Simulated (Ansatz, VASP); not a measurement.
**Two plane-wave programs on Ti**

```
Ti
1.0
     3.18600    0.00000    0.00000
    -1.59300    2.75915    0.00000
     0.00000    0.00000    4.68600
Ti
2
Direct
  0.33333 0.66667 0.25000
  0.66667 0.33333 0.75000
```

Change from the starting cell: strain +0.080 along x and y, +0.000 along z, atoms carried along.

Alike in both runs: task single point; functional PBE; k mesh 18 × 18 × 10; occupations gaussian, width 0.15 eV; no spin polarisation.

|  | VASP | Ansatz |
| --- | --- | --- |
| version | VASP 6.6.1 | Ansatz 0.2.0 |
| potentials or method | VASP PAW PBE potentials, release 64 (Ti_sv), cutoff 520 eV | scalar-relativistic, plane waves, PAW |
| valence electrons in the cell | 24 | 24 |

```csv
,VASP,Ansatz,Ansatz less VASP
gap on the k mesh at the Fermi level (eV),none,none,-
pressure (GPa),-13.6,-13.6,+0.07
"traceless stress, the component that is largest in VASP (GPa)",3.44,3.46,+0.022
```

A gap of «none» marks a metal or a gap that the smearing closes.
